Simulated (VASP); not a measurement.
Pd, 1 atom in the cell. The structure is cubic, space group Im-3m (No. 229). Conventional cell: a = 2.880 Å, b = 2.880 Å, c = 2.880 Å, α = 90.00°, β = 90.00°, γ = 90.00°. Within 3.3 Å of Pd (site symmetry m-3m) lie 14 Pd at 2.49 to 2.88 Å. 

- Program: VASP 6.6.1
- Task: relaxation of cell and atoms
- Functional: PBEsol
- Potentials or basis: VASP PAW PBE potentials, release 64 (Pd)
- Cutoff: 500 eV
- k mesh: 19 × 19 × 19
- Occupations: fermi-dirac, width 0.08 eV
- Spin: no spin polarisation
- Target pressure: 69 GPa
- Dipole correction: no
- Further INCAR settings: ALGO = Normal; EDIFF = 1e-07; IBRION = 2; EDIFFG = -0.005; NSW = 60; ISIF = 3

Potentials or basis: VASP PAW PBE potentials, release 64 (Pd).

Run with:

```sh
$ cat potpaw_PBE.64/Pd/POTCAR > POTCAR
$ mpirun -np 1 vasp_std > vasp.out
```

Hardware: 1 thread of Intel Xeon 6975P-C (shared host).

Problem. How long does it take, and how much memory?

Solution. It took 28 s on 1 thread of Intel Xeon 6975P-C (shared host), peak memory 0.14 GiB. Counts: scf iterations 25, k points 220, ion steps 3.
